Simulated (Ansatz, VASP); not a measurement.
## Ga2O: VASP beside Ansatz

```
Ga O
1.0
     2.73621   -2.73887    0.00000
     2.73621    2.73887    0.00000
     0.00000    0.00000    3.78282
Ga O
2 1
Direct
  0.00000 0.00000 0.00000
  0.50000 0.50000 0.00000
  0.50000 0.50000 0.50000
```

Alike in both runs: functional PBE; k mesh 6 × 6 × 6; occupations gaussian, width 0.1 eV; no spin polarisation.

Ansatz relaxed the structure, and its values are those at the end. VASP's run is a single point on that final structure, the one shown.

|  | VASP | Ansatz |
| --- | --- | --- |
| version | VASP 6.6.1 | Ansatz 0.2.0 |
| potentials or method | VASP PAW PBE potentials, release 64 (Ga_d, O), cutoff 520 eV | scalar-relativistic, plane waves, PAW |
| valence electrons in the cell | 32 | 32 |

|  | VASP | Ansatz | Ansatz less VASP |
| --- | --- | --- | --- |
| gap on the k mesh at the Fermi level (eV) | none | none | - |
| pressure (GPa) | 0.0 | -0.1 | -0.14 |

A gap of «none» marks a metal or a gap that the smearing closes. With one functional, cell and mesh, what is left measures potentials, basis and numerics.
